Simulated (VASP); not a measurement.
# Ni (P6_3/mmc) in VASP: single point with PBE

Aim: the single point of Ni with PBE.

Program: VASP 6.6.1. These are calculated values, not measurements. Logs are shortened: lines on timing, memory, paths and dates and some standing lists are left out, and cuts for length are marked.

### Step 1. The cell of the first run

It takes space group P6_3/mmc (No. 194, hexagonal). The conventional cell has a = 2.448 Å, b = 2.448 Å, c = 4.073 Å, α = 90.00°, β = 90.00°, γ = 120.00°. Within 3.2 Å of Ni (site symmetry -6m2) lie 12 Ni at 2.45 to 2.48 Å.

### Step 2. Single point, PBE, collinear spin, ferromagnetic start

INCAR

```
SYSTEM = Ni
ALGO = Normal
EDIFF = 1E-6
ENCUT = 590
GGA = PE
GGA_COMPAT = .FALSE.
ISIF = 2
ISMEAR = -1
ISPIN = 2
LASPH = .TRUE.
LCHARG = .FALSE.
LMAXMIX = 4
LORBIT = 11
LREAL = .FALSE.
LWAVE = .FALSE.
MAGMOM = 1 1
NBANDS = 29
NELM = 200
NUPDOWN = 2.0
PREC = Accurate
SIGMA = 0.05
```

KPOINTS

```
k-points
0
G
  10 10 6
  0 0 0
```

POSCAR

```
Ni
1.0
    2.4480228978      0.0000000000      0.0000000000
   -1.2240114489      2.1200500186      0.0000000000
    0.0000000000      0.0000000000      4.0728075700
Ni
2
Direct
    0.6666666667      0.3333333333      0.7500000000
    0.3333333333      0.6666666667      0.2500000000
```

Potentials or basis: VASP PAW PBE potentials, release 64 (Ni_sv_GW).

Run with:

```sh
$ cat potpaw_PBE.64/Ni_sv_GW/POTCAR > POTCAR
$ mpirun -np 1 vasp_std > vasp.out
```

OUTCAR:

```text
SYSTEM = Ni
   EDIFF = 1E-6
   ENCUT = 590
   GGA = PE
   ISIF = 2
   ISMEAR = -1
   ISPIN = 2
   LASPH = .TRUE.
   LORBIT = 11
   LREAL = .FALSE.
   NELM = 200
   NUPDOWN = 2.0
   PREC = Accurate

 ion  position               nearest neighbor table
   1  0.667  0.333  0.750-   2 2.48   2 2.48   2 2.48   2 2.48   2 2.48   2 2.48
   2  0.333  0.667  0.250-   1 2.48   1 2.48   1 2.48   1 2.48   1 2.48   1 2.48

  LATTYP: Found a hexagonal cell.
 ALAT       =     2.4480228978
 C/A-ratio  =     1.6637130207

  Lattice vectors:

 A1 = (   2.4480228978,   0.0000000000,   0.0000000000)
 A2 = (  -1.2240114489,   2.1200500186,   0.0000000000)
 A3 = (   0.0000000000,   0.0000000000,   4.0728075700)

Analysis of symmetry for initial positions (statically):
=====================================================================
 Subroutine PRICEL returns:
 Original cell was already a primitive cell.

 Routine SETGRP: Setting up the symmetry group for a
 hexagonal supercell.

 Subroutine GETGRP returns: Found 24 space group operations
 (whereof 12 operations were pure point group operations)
 out of a pool of 24 trial point group operations.

The static configuration has the point symmetry D_3d.
 The point group associated with its full space group is D_6h.

Analysis of symmetry for dynamics (positions and initial velocities):
=====================================================================
 Subroutine PRICEL returns:
 Original cell was already a primitive cell.

 Routine SETGRP: Setting up the symmetry group for a
 hexagonal supercell.

 Subroutine GETGRP returns: Found 24 space group operations
 (whereof 12 operations were pure point group operations)
 out of a pool of 24 trial point group operations.

The dynamic configuration has the point symmetry D_3d.
 The point group associated with its full space group is D_6h.

Analysis of structural, dynamic, and magnetic symmetry:
=====================================================================
 Subroutine PRICEL returns:
 Original cell was already a primitive cell.

 Routine SETGRP: Setting up the symmetry group for a
 hexagonal supercell.

 Subroutine GETGRP returns: Found 24 space group operations
 (whereof 12 operations were pure point group operations)
 out of a pool of 24 trial point group operations.

The overall configuration has the point symmetry D_3d.
 The point group associated with its full space group is D_6h.

 Subroutine INISYM returns: Found 24 space group operations
 (whereof 12 operations are pure point group operations),
 and found     1 'primitive' translations
[... 112 lines left out ...]
   IALGO  =     38    algorithm
   IMIX   =      4    mixing-type and parameters
     AMIX     =   0.40;   BMIX     =  1.00
     AMIX_MAG =   1.60;   BMIX_MAG =  1.00
  volume/ion in A,a.u.               =      10.57        71.32
  Fermi-wavevector in a.u.,A,eV,Ry     =   1.955047  3.694503 52.004300  3.822208
  Thomas-Fermi vector in A             =   2.981484
   LORBIT       =     11    0 simple, 1 ext, 2 COOP (PROOUT), +10 PAW based schemes
   GGA     = PE    functional components
   LHFCALC =     F    Hartree Fock is set to
   AEXX    =    0.0000 exact exchange contribution
   IVDW    =     0    specifies the selected vdW correction
   LEPSILON=     F    determine dielectric tensor
   LRPA    =     F    only Hartree local field effects (RPA)
 spin polarized calculation
  energy-cutoff  :      590.00
  volume of cell :       21.14
 maximum number of plane-waves:       701
 NGX is ok and might be reduce to    20
   NGX =  9   NGY =  9   NGZ = 17

 number of electron      35.9999972 magnetization       1.9999997

 Free energy of the ion-electron system (eV)
  ---------------------------------------------------
  ext. energy  EPLUGINS =         0.00000000
  ---------------------------------------------------
  free energy    TOTEN  =       -12.59212583 eV

  energy without entropy =      -12.56112971  energy(sigma->0) =      -12.57662777

 E-fermi :   8.1861     XC(G=0): -14.0838

 val. band max:        9.0997725172   @ k =   0.3000   0.0000   0.3333
 cond. band min:       8.1996205700   @ k =   0.3000   0.3000   0.0000
 fundamental gap:     -0.9001519472
 Fermi energy:         9.1251992476

 spin component 1

 k-point     1 :       0.0000    0.0000    0.0000
  band No.  band energies     occupation
      1     -95.8453      1.00000
      2     -95.8116      1.00000
      3     -56.2985      1.00000
      4     -56.1233      1.00000
      5     -56.1233      1.00000
      6     -56.0917      1.00000
[... 757 lines left out ...]
     28      32.9797      0.00000
     29      36.6632      0.00000

 [... further k-points ...]

 spin component 2

 k-point     1 :       0.0000    0.0000    0.0000
  band No.  band energies     occupation
      1     -94.6188      1.00000
      2     -94.5836      1.00000
      3     -55.1178      1.00000
      4     -54.9215      1.00000
      5     -54.9215      1.00000
      6     -54.8885      1.00000
[... 757 lines left out ...]
     28      33.2636      0.00000
     29      36.8583      0.00000

 [... further k-points ...]
[... 5 lines left out ...]
  --------------------------------------------------------------------------------------
  -------------------------------------------------------------------------------------
  Total        1.0929708      1.0929708      0.3087178     -0.0000000      0.0000000      0.0000000
  in kB       82.8444956     82.8444956     23.4000476     -0.0000000      0.0000000      0.0000000
  external PRESSURE =      63.0296796 kB  Pullay stress =       0.0000000 kB

 VOLUME and BASIS-vectors are now :
 -----------------------------------------------------------------------------
  energy-cutoff  :      590.00
  volume of cell :       21.14
      direct lattice vectors                 reciprocal lattice vectors
     2.448022898  0.000000000  0.000000000     0.408492911  0.235843492  0.000000000
    -1.224011449  2.120050019  0.000000000     0.000000000  0.471686984  0.000000000
     0.000000000  0.000000000  4.072807570     0.000000000  0.000000000  0.245530873

 POSITION                                       TOTAL-FORCE (eV/Angst)
 -----------------------------------------------------------------------------------
      1.22401      0.70668      3.05461         0.000000      0.000000      0.000000
     -0.00000      1.41337      1.01820        -0.000000      0.000000      0.000000
 -----------------------------------------------------------------------------------
    total drift:                                0.000000     -0.000000      0.000000

  FREE ENERGIE OF THE ION-ELECTRON SYSTEM (eV)
  ---------------------------------------------------
  free  energy   TOTEN  =       -12.5921258269 eV

  energy  without entropy=      -12.5611297111  energy(sigma->0) =      -12.57662777

 total charge

# of ion       s       p       d       f       tot
--------------------------------------------------
    1        2.255   6.338   7.776   0.006  16.375
    2        2.255   6.338   7.776   0.006  16.375
--------------------------------------------------
tot          4.510  12.676  15.552   0.011  32.749

 magnetization (x)

# of ion       s       p       d       f       tot
--------------------------------------------------
    1        0.009   0.007   0.994  -0.000   1.009
    2        0.009   0.007   0.994  -0.000   1.009
--------------------------------------------------
tot          0.017   0.014   1.987  -0.000   2.018
```

It took 3.3 min on 1 thread of AMD EPYC 7R43 (Zen 3), shared host; peak memory 0.16 GiB.

What came out:

| Quantity | Value |
| --- | --- |
| Free energy | -12.5921 eV |
| Pressure | 6.3 GPa |
| Net moment | 2.00 μB per cell |
| Site moments | Ni +1.01 μB |
| Valence electrons inside the program's atomic spheres | Ni 16.38 |

Caveat: the total moment is fixed, so each spin has its own Fermi level.
